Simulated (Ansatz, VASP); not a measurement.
# Two plane-wave programs on SnSe

```
Sn Se
1.0
     0.00000    3.36398    3.36398
     3.36398    0.00000    3.36398
     3.36398    3.36398    0.00000
Sn Se
1 1
Cartesian
  0.0000 0.0000 0.0000
  1.6820 1.6820 1.6820
```

Alike in both runs: task single point; functional PBE; k mesh 4 × 4 × 4; occupations fermi-dirac, width 0.02 eV; collinear spin.

|  | VASP | Ansatz |
| --- | --- | --- |
| version | VASP 6.6.1 | Ansatz 0.2.0 |
| potentials or method | VASP PAW PBE potentials, release 64 (Sn_d, Se) | plane waves |
| plane-wave cutoff (eV) | 500 | 420 |
| valence electrons in the cell | 20 | 30 |

```tsv
	VASP	Ansatz	Ansatz less VASP
gap on the k mesh at the Fermi level (eV)	none	none	-
pressure (GPa)	0.2	0.2	-0.01
net moment per atom (μB)	0.00	0.00	0.000
```

A gap of «none» marks a metal or a gap that the smearing closes. The functional is the same, so the differences come from potentials, cutoffs and numerics. VASP's potentials hold 20 valence electrons a cell and Ansatz's 30, so a difference there can come from the potentials and not from the codes. Ansatz's warnings: moment headroom below auto, seeded moment not kept.

The k mesh is coarse, so the values compare programs but aren't converged.
